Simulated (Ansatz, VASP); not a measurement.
# RbBr in VASP and in Ansatz

```
CELL_PARAMETERS angstrom
0.00000 3.86950 3.86950
3.86950 0.00000 3.86950
3.86950 3.86950 0.00000
ATOMIC_POSITIONS crystal
Rb 0.00000 0.00000 0.00000
Br 0.25000 0.25000 0.25000
```

Alike in both runs: task single point; functional PBEsol; k mesh 4 × 4 × 4; occupations methfessel-paxton of order 1, width 0.5 eV; no spin polarisation.

```csv
,VASP,Ansatz
version,VASP 6.6.1,Ansatz 0.2.0
potentials or method,"VASP PAW PBE potentials, release 64 (Rb_sv, Br)",plane waves
plane-wave cutoff (eV),500,420
valence electrons in the cell,16,16
```

```csv
,VASP,Ansatz,Ansatz less VASP
pressure (GPa),-0.3,-0.3,+0.03
```

VASP's potentials were made for PBE, not for PBEsol. With one functional, cell and mesh, what is left measures potentials, basis and numerics.
